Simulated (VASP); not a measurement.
# Pt (P6_3/mmc) in VASP: further runs

Pt is run at these levels: PBEsol; tasks: single point.

All numbers are computed with VASP 6.6.1; they aren't measurements. Logs are shortened: lines on timing, memory, paths and dates and some standing lists are left out, and cuts for length are marked.

### Step 1. The cell of the first run

It takes space group P6_3/mmc (No. 194, hexagonal). The conventional cell has a = 2.684 Å, b = 2.684 Å, c = 4.568 Å, α = 90.00°, β = 90.00°, γ = 120.00°. Pt (site symmetry -6m2) has 12 Pt at 2.68 to 2.76 Å within 3.5 Å.

### Step 2. Single point, PBEsol

INCAR reads:

```
SYSTEM = Pt
ALGO     = Fast           ! electronic algorithm
EDIFF    = 1E-6           ! SCF threshold, eV
ENCUT    = 520            ! plane-wave cutoff, eV
GGA      = PS             ! functional
ISIF     = 2              ! what is computed and relaxed
ISMEAR   = -1             ! smearing method
LASPH    = .True.         ! aspherical terms in the spheres
LCHARG   = .False.        ! write CHGCAR
LREAL    = .False.        ! projectors in reciprocal space
LWAVE    = .False.        ! write WAVECAR
NBANDS   = 17             ! bands
NELM     = 80             ! most SCF steps
PREC     = Accurate       ! precision mode
SIGMA    = 0.05           ! smearing width, eV
```

KPOINTS reads:

```
k-points
0
Gamma
  11 11 6
  0 0 0
```

POSCAR reads:

```
Pt
1.0
    2.6836410531      0.0000000000      0.0000000000
   -1.3418205265      2.3241013266      0.0000000000
    0.0000000000      0.0000000000      4.5679280570
Pt
2
Direct
    0.3333333333      0.6666666667      0.2500000000
    0.6666666667      0.3333333333      0.7500000000
```

Potentials or basis: VASP PAW PBE potentials, release 64 (Pt).

Started as:

```bash
$ cat potpaw_PBE.64/Pt/POTCAR > POTCAR
$ mpirun -np 1 vasp_std > vasp.out
```

OUTCAR:

```text
SYSTEM = Pt
   EDIFF = 1E-6
   ENCUT = 520
   GGA = PS
   ISIF = 2
   ISMEAR = -1
   LASPH = .True.
   LREAL = .False.
   NELM = 80
   PREC = Accurate

 ion  position               nearest neighbor table
   1  0.333  0.667  0.250-   2 2.76   2 2.76   2 2.76   2 2.76   2 2.76   2 2.76
   2  0.667  0.333  0.750-   1 2.76   1 2.76   1 2.76   1 2.76   1 2.76   1 2.76

  LATTYP: Found a hexagonal cell.
 ALAT       =     2.6836410531
 C/A-ratio  =     1.7021382393

  Lattice vectors:

 A1 = (   2.6836410531,   0.0000000000,   0.0000000000)
 A2 = (  -1.3418205265,   2.3241013266,   0.0000000000)
 A3 = (   0.0000000000,   0.0000000000,   4.5679280570)

Analysis of symmetry for initial positions (statically):
=====================================================================
 Subroutine PRICEL returns:
 Original cell was already a primitive cell.

 Routine SETGRP: Setting up the symmetry group for a
 hexagonal supercell.

 Subroutine GETGRP returns: Found 24 space group operations
 (whereof 12 operations were pure point group operations)
 out of a pool of 24 trial point group operations.

The static configuration has the point symmetry D_3d.
 The point group associated with its full space group is D_6h.

Analysis of symmetry for dynamics (positions and initial velocities):
=====================================================================
 Subroutine PRICEL returns:
 Original cell was already a primitive cell.

 Routine SETGRP: Setting up the symmetry group for a
 hexagonal supercell.

 Subroutine GETGRP returns: Found 24 space group operations
 (whereof 12 operations were pure point group operations)
 out of a pool of 24 trial point group operations.

The dynamic configuration has the point symmetry D_3d.
 The point group associated with its full space group is D_6h.

 Subroutine INISYM returns: Found 24 space group operations
 (whereof 12 operations are pure point group operations),
 and found     1 'primitive' translations

----------------------------------------------------------------------------------------

                                     Primitive cell

  volume of cell :      28.4904

  direct lattice vectors                    reciprocal lattice vectors
     2.683641053  0.000000000  0.000000000     0.372628075  0.215136919  0.000000000
    -1.341820527  2.324101327  0.000000000     0.000000000  0.430273839  0.000000000
     0.000000000  0.000000000  4.567928057     0.000000000  0.000000000  0.218917633

  length of vectors
     2.683641053  2.683641053  4.567928057     0.430273839  0.430273839  0.218917633

  position of ions in fractional coordinates (direct lattice)
     0.333333333  0.666666667  0.250000000
     0.666666667  0.333333333  0.750000000

  ion indices of the primitive-cell ions
   primitive index   ion index
                 1           1
                 2           2

----------------------------------------------------------------------------------------

 KPOINTS: k-points

Automatic generation of k-mesh.
 Grid dimensions read from file:
 generate k-points for:   11   11    6

 Generating k-lattice:

  Cartesian coordinates                     Fractional coordinates (reciprocal lattice)
     0.033875280  0.019557902  0.000000000     0.090909091  0.000000000  0.000000000
     0.000000000  0.039115804  0.000000000     0.000000000  0.090909091  0.000000000
     0.000000000  0.000000000  0.036486272     0.000000000  0.000000000  0.166666667

  Length of vectors
     0.039115804  0.039115804  0.036486272

  Shift w.r.t. Gamma in fractional coordinates (k-lattice)
     0.000000000  0.000000000  0.000000000

 Subroutine IBZKPT returns following result:
 ===========================================

 Found     64 irreducible k-points:

 Following reciprocal coordinates:
            Coordinates               Weight
  0.000000  0.000000  0.000000      1.000000
  0.090909  0.000000  0.000000      6.000000
  0.181818 -0.000000  0.000000      6.000000
  0.272727  0.000000  0.000000      6.000000
  0.363636 -0.000000  0.000000      6.000000
  0.454545 -0.000000  0.000000      6.000000
[... 16 lines left out ...]
  0.090909  0.090909  0.166667     12.000000
  0.181818  0.090909  0.166667     24.000000
 [... further k-points ...]
   k-points           NKPTS =     64   k-points in BZ     NKDIM =     64   number of bands    NBANDS=     17
   number of dos      NEDOS =    301   number of ions     NIONS =      2
   total plane-waves  NPLWV =  14400
   dimension x,y,z NGX =    20 NGY =   20 NGZ =   36
   dimension x,y,z NGXF=    40 NGYF=   40 NGZF=   72
   ions per type =               2
   NGX,Y,Z   is equivalent  to a cutoff of  12.39, 12.39, 13.10 a.u.
   NGXF,Y,Z  is equivalent  to a cutoff of  24.78, 24.78, 26.20 a.u.
 SYSTEM =  Pt
   PREC   = accura    normal or accurate (medium, high low for compatibility)
   ISTART =      0    job   : 0-new  1-cont  2-samecut
   ICHARG =      2    charge: 1-file 2-atom 10-const
   ISPIN  =      1    spin polarized calculation?
   LNONCOLLINEAR =      F non collinear calculations
   LSORBIT =      F    spin-orbit coupling
   LASPH  =      T    aspherical Exc in radial PAW
   ENCUT  =  520.0 eV  38.22 Ry    6.18 a.u.   4.99  4.99  8.49*2*pi/ulx,y,z
   NELM   =     80;   NELMIN=  2; NELMDL= -5     # of ELM steps
   EDIFF  = 0.1E-05   stopping-criterion for ELM
   LREAL  =      F    real-space projection
   EDIFFG = 0.1E-04   stopping-criterion for IOM
   NSW    =      0    number of steps for IOM
   IBRION =     -1    ionic relax: 0-MD 1-quasi-New 2-CG
   NFREE  =      0    steps in history (QN), initial steepest desc. (CG)
   ISIF   =      2    stress and relaxation
   ISYM   =      2    0-nonsym 1-usesym 2-fastsym
   POTIM  = 0.5000    time-step for ionic-motion
   TEBEG  =    0.0;   TEEND  =   0.0 temperature during run
   PSTRESS=    0.0 pullay stress
   NELECT =      20.0000    total number of electrons
   NUPDOWN=      -1.0000    fix difference up-down
   EMIN   =  10.00;   EMAX   =-10.00  energy-range for DOS
   EFERMI =   0.00;   METHOD = LEGACY
   ISMEAR =    -1;   SIGMA  =   0.05  broadening in eV -4-tet -1-fermi 0-gaus
   EFERMI_NEDOS =   21; number of points for ismear=-14 and -15
   IALGO  =     68    algorithm
   IMIX   =      4    mixing-type and parameters
     AMIX     =   0.40;   BMIX     =  1.00
     AMIX_MAG =   1.60;   BMIX_MAG =  1.00
  volume/ion in A,a.u.               =      14.25        96.13
  Fermi-wavevector in a.u.,A,eV,Ry     =   1.454963  2.749481 28.802404  2.116917
  Thomas-Fermi vector in A             =   2.572053
   LORBIT       =      0    0 simple, 1 ext, 2 COOP (PROOUT), +10 PAW based schemes
   GGA     = PS    functional components
   LHFCALC =     F    Hartree Fock is set to
   AEXX    =    0.0000 exact exchange contribution
   IVDW    =     0    specifies the selected vdW correction
   LEPSILON=     F    determine dielectric tensor
   LRPA    =     F    only Hartree local field effects (RPA)
 non-spin polarized calculation
 RMM-DIIS sequential band-by-band and
  energy-cutoff  :      520.00
  volume of cell :       28.49
 maximum number of plane-waves:       782
 NGX is ok and might be reduce to    20
   NGX =  9   NGY =  9   NGZ = 17

 number of electron      20.0000001 magnetization

 Free energy of the ion-electron system (eV)
  ---------------------------------------------------
  ext. energy  EPLUGINS =         0.00000000
  ---------------------------------------------------
  free energy    TOTEN  =       -13.70323653 eV

  energy without entropy =      -13.66935106  energy(sigma->0) =      -13.68629379

 E-fermi :  12.2082     XC(G=0): -13.9649

 val. band max:       12.1906916832   @ k =   0.4545   0.0909   0.5000
 cond. band min:      12.2113108796   @ k =   0.3636  -0.0000   0.1667
 fundamental gap:      0.0206191964
 Fermi energy:        12.2081552447

 k-point     1 :       0.0000    0.0000    0.0000
  band No.  band energies     occupation
      1       1.2712      2.00000
      2       4.0996      2.00000
      3       7.6913      2.00000
      4       8.1686      2.00000
      5       8.1686      2.00000
      6       8.6457      2.00000
[... 9 lines left out ...]
     16      29.5146      0.00000
     17      34.0688      0.00000

 k-point     2 :       0.0909    0.0000    0.0000
  band No.  band energies     occupation
      1       1.5946      2.00000
      2       4.3930      2.00000
      3       7.5680      2.00000
      4       8.2335      2.00000
      5       8.4287      2.00000
      6       8.4933      2.00000
[... 9 lines left out ...]
     16      29.9900      0.00000
     17      32.5773      0.00000

 k-point     3 :       0.1818   -0.0000    0.0000
  band No.  band energies     occupation
      1       2.4896      2.00000
      2       5.0853      2.00000
      3       7.2412      2.00000
      4       7.9838      2.00000
      5       8.0021      2.00000
      6       8.8342      2.00000
[... 9 lines left out ...]
     16      30.2733      0.00000
     17      30.4327      0.00000

 k-point     4 :       0.2727    0.0000    0.0000
  band No.  band energies     occupation
      1       3.6695      2.00000
      2       5.3756      2.00000
      3       6.7878      2.00000
      4       7.4195      2.00000
      5       7.8241      2.00000
      6       8.9048      2.00000
[... 9 lines left out ...]
     16      28.0016      0.00000
     17      31.2143      0.00000
[... 343 lines left out ...]
      1       4.5411      2.00000
      2       4.8287      2.00000
      3       5.9789      2.00000
      4       7.1115      2.00000
      5       8.5613      2.00000
      6       8.8642      2.00000
[... 9 lines left out ...]
     16      25.0920      0.00000
     17      26.2620      0.00000

 k-point    23 :       0.0909    0.0909    0.1667
  band No.  band energies     occupation
      1       2.4607      2.00000
      2       4.9318      2.00000
      3       7.3255      2.00000
      4       7.7170      2.00000
      5       8.0476      2.00000
      6       8.6094      2.00000
[... 9 lines left out ...]
     16      29.6640      0.00000
     17      29.8629      0.00000

 k-point    24 :       0.1818    0.0909    0.1667
  band No.  band energies     occupation
      1       3.4926      2.00000
      2       5.6535      2.00000
      3       6.8780      2.00000
      4       7.0654      2.00000
      5       7.8019      2.00000
      6       8.4444      2.00000
[... 9 lines left out ...]
     16      28.9516      0.00000
     17      30.0220      0.00000

 [... further k-points ...]
[... 5 lines left out ...]
  --------------------------------------------------------------------------------------
  -------------------------------------------------------------------------------------
  Total        3.5085582      3.5085582      3.4819004      0.0000000      0.0000000      0.0000000
  in kB      197.3061085    197.3061085    195.8069893      0.0000000      0.0000000      0.0000000
  external PRESSURE =     196.8064021 kB  Pullay stress =       0.0000000 kB

 VOLUME and BASIS-vectors are now :
 -----------------------------------------------------------------------------
  energy-cutoff  :      520.00
  volume of cell :       28.49
      direct lattice vectors                 reciprocal lattice vectors
     2.683641053  0.000000000  0.000000000     0.372628075  0.215136919  0.000000000
    -1.341820527  2.324101327  0.000000000     0.000000000  0.430273839  0.000000000
     0.000000000  0.000000000  4.567928057     0.000000000  0.000000000  0.218917633

 POSITION                                       TOTAL-FORCE (eV/Angst)
 -----------------------------------------------------------------------------------
     -0.00000      1.54940      1.14198         0.000000      0.000000      0.000000
      1.34182      0.77470      3.42595        -0.000000     -0.000000      0.000000
 -----------------------------------------------------------------------------------
    total drift:                               -0.000000      0.000000     -0.000000

  FREE ENERGIE OF THE ION-ELECTRON SYSTEM (eV)
  ---------------------------------------------------
  free  energy   TOTEN  =       -13.7032365267 eV

  energy  without entropy=      -13.6693510564  energy(sigma->0) =      -13.68629379
```

Wall time 22 s (1 thread of Intel Xeon Platinum 8259CL at 2.50GHz (Skylake/Cascade Lake), shared host); peak memory 0.15 GiB.

Results:

```
Free energy            : -13.7032 eV
Pressure               : 19.7 GPa
Band gap on the k mesh : zero (band 10 reaches 12.64 eV, above the bottom of band 11 at 11.24 eV)
```

Caveat: the PAW data sets were made with another functional, which shifts forces and pressure a little; spin-orbit coupling is left out, which moves the levels of the heavy elements.

### Step 3. Single point, PBEsol

This run uses another cell than the first one, of 14.65 Å³/atom, 1.028 times its volume.

INCAR reads:

```
PREC = Accurate
ENCUT = 520
EDIFF = 1E-6
ISMEAR = -1
SIGMA = 0.05
LREAL = F
LASPH = T
NELM = 100
ALGO = Normal
ISIF = 2
LWAVE = F
LCHARG = T
GGA = PS
LELF = T
LVHAR = T
NBANDS = 17
```

KPOINTS reads:

```
Automatic mesh
0
Gamma
  11 11 6
```

POSCAR reads:

```
Pt
1.0
    2.7060570864      0.0000000000      0.0000000000
   -1.3530285432      2.3435141809      0.0000000000
    0.0000000000      0.0000000000      4.6201330702
Pt
2
Direct
    0.3333333333      0.6666666667      0.2500000000
    0.6666666667      0.3333333333      0.7500000000
```

Potentials or basis: VASP PAW PBE potentials, release 64 (Pt).

Started as:

```bash
$ cat potpaw_PBE.64/Pt/POTCAR > POTCAR
$ mpirun -np 1 vasp_std > vasp.out
```

It took 20 s on 1 thread of Intel Xeon Platinum 8259CL at 2.50GHz (Skylake/Cascade Lake), shared host; peak memory 0.16 GiB.

It converged, with:

| Quantity | Value |
| --- | --- |
| Free energy | -13.7771 eV |
| Pressure | 9.6 GPa |
| Band gap on the k mesh | zero (band 10 reaches 12.06 eV, above the bottom of band 11 at 10.73 eV) |

Stress tensor (GPa, compression positive):
```
9.68 0.00 0.00
0.00 9.68 0.00
0.00 0.00 9.53
```

Levels at points of the mesh, in eV from the Fermi level:
| k point | band 8 | band 9 | band 10 | band 11 | band 12 | band 13 |
| --- | --- | --- | --- | --- | --- | --- |
| (0.00, 0.00, 0.00) | -2.17 | -2.17 | -1.01 | -0.26 | -0.26 | 5.36 |
| (0.00, 0.00, 0.50) | -3.87 | -0.92 | -0.92 | -0.92 | -0.92 | 12.72 |

Caveat: the PAW data sets were made with another functional, which shifts forces and pressure a little; spin-orbit coupling is left out, which moves the levels of the heavy elements.

### Step 4. Single point, PBEsol

This run uses another cell than the first one, of 14.88 Å³/atom, 1.045 times its volume.

INCAR reads:

```
  PREC = Accurate
  ENCUT = 520
  EDIFF = 1E-6
  ISMEAR = -1
  SIGMA = 0.05
  LREAL = F
  LASPH = T
  NELM = 80
  ALGO = Normal
  ISIF = 2
  LWAVE = F
  LCHARG = F
  GGA = PS
  NBANDS = 17
```

KPOINTS reads:

```
regular mesh
0
Gamma
  11 11 6
```

POSCAR reads:

```
Pt
1.0
    2.7184934023      0.0000000000      0.0000000000
   -1.3592467011      2.3542843464      0.0000000000
    0.0000000000      0.0000000000      4.6504083906
Pt
2
Direct
    0.3333333333      0.6666666667      0.2500000000
    0.6666666667      0.3333333333      0.7500000000
```

Started as:

```bash
$ cat potpaw_PBE.64/Pt/POTCAR > POTCAR
$ mpirun -np 1 vasp_std > vasp.out
```

Run time: 19 s. Hardware: 1 thread of Intel Xeon Platinum 8259CL at 2.50GHz (Skylake/Cascade Lake), shared host; peak memory 0.16 GiB.

Results (log left out):

| Item | Value |
| --- | --- |
| Free energy | -13.7980 eV |
| Pressure | 4.6 GPa |
| Band gap on the k mesh | zero (band 10 reaches 11.74 eV, above the bottom of band 11 at 10.44 eV) |

Stress tensor (GPa, compression positive):
```
4.67 0.00 0.00
0.00 4.67 0.00
0.00 0.00 4.52
```

Levels at points of the mesh, in eV from the Fermi level:
| k point | band 6 | band 7 | band 8 | band 9 | band 10 | band 11 | band 12 | band 13 | band 14 | band 15 |
| --- | --- | --- | --- | --- | --- | --- | --- | --- | --- | --- |
| (0.00, 0.00, 0.00) | -3.33 | -3.33 | -2.09 | -2.09 | -0.96 | -0.25 | -0.25 | 5.23 | 14.91 | 15.86 |
| (0.00, 0.00, 0.50) | -3.77 | -3.77 | -3.77 | -0.89 | -0.89 | -0.89 | -0.89 | 12.58 | 12.58 | 15.47 |

Caveat: the PAW data sets were made with another functional, which shifts forces and pressure a little; spin-orbit coupling is left out, which moves the levels of the heavy elements.

### Step 5. The runs side by side

| cell | gap on the mesh (eV) | pressure (GPa) |
| --- | --- | --- |
| a = 2.684, b = 2.684, c = 4.568 Å, angles 90.0, 90.0, 120.0°, 2 atoms | none | 19.7 |
| a = 2.706, b = 2.706, c = 4.620 Å, angles 90.0, 90.0, 120.0°, 2 atoms | none | 9.6 |
| a = 2.718, b = 2.718, c = 4.650 Å, angles 90.0, 90.0, 120.0°, 2 atoms | none | 4.6 |

Alike in all rows: task single point; level PBEsol; potentials or basis VASP PAW PBE potentials, release 64 (Pt); no spin polarisation; k mesh 11 × 11 × 6; cutoff (eV) 520; smearing fermi-dirac 0.05 eV.

Caveats: the PAW data sets were made with another functional, which shifts forces and pressure a little; spin-orbit coupling is left out, which moves the levels of the heavy elements.

Absolute energies hang on the potentials; compare differences alone.
